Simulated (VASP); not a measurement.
Wanted: the native input for a VASP 6.6.1 run.

* Task: relaxation of cell and atoms
* Functional: LDA
* Potentials or basis: VASP PAW LDA potentials, release 64 (Hf_pv, N)
* Cutoff: 600 eV
* k mesh: 11 × 11 × 11
* Occupations: methfessel-paxton, width 0.05 eV
* Spin: no spin polarisation
* Target pressure: -2 GPa
* Dipole correction: no
* Further INCAR settings: ALGO = Normal; EDIFF = 1e-06; IBRION = 2; EDIFFG = -0.02; NSW = 80; ISIF = 3

The structure of HfN lies in POSCAR:

```
HfN
1.0
    0.0000000000      2.4548220000      2.4548220000
    2.4548220000      0.0000000000      2.4548220000
    2.4548220000      2.4548220000      0.0000000000
Hf N
1 1
Direct
    0.0000000000      0.0000000000      0.0000000000
    0.7500000000      0.7500000000      0.7500000000
```

These files were run (other wordings do the same):

INCAR

```
PREC = Accurate
ENCUT = 600
EDIFF = 1E-6
ISMEAR = 1
SIGMA = 0.05
LREAL = F
LASPH = T
NELM = 100
ALGO = Normal
ISIF = 3
LWAVE = F
LCHARG = F
IBRION = 2
NSW = 80
EDIFFG = -0.02
PSTRESS = -20.0
```

KPOINTS

```
regular mesh
0
Gamma
  11 11 11
```

Potentials or basis: VASP PAW LDA potentials, release 64 (Hf_pv, N).

Run with:

```bash
$ cat potpaw_LDA.64/Hf_pv/POTCAR potpaw_LDA.64/N/POTCAR > POTCAR
$ mpirun -np 1 vasp_std > vasp.out
```

It gave:

* Relaxed volume: 14.20 Å³/atom
* Relaxed cell: a = 3.425 Å, b = 3.425 Å, c = 3.425 Å, α = 60.00°, β = 60.00°, γ = 60.00°
* Space group after relaxing (to 0.05 Å): F-43m (No. 216)
* Energy change on relaxing (the enthalpy is what falls): -22.9 meV/atom
* Ionic steps: 3
* Pressure after relaxing: -2.2 GPa

Caveat: the cell is relaxed towards a set pressure, so the enthalpy falls and the energy may rise.

It took 59 s on 1 thread of Intel(R) Xeon(R) Platinum 8259CL CPU @ 2.50GHz (Skylake/Cascade Lake), on a shared host, peak memory 0.17 GiB.
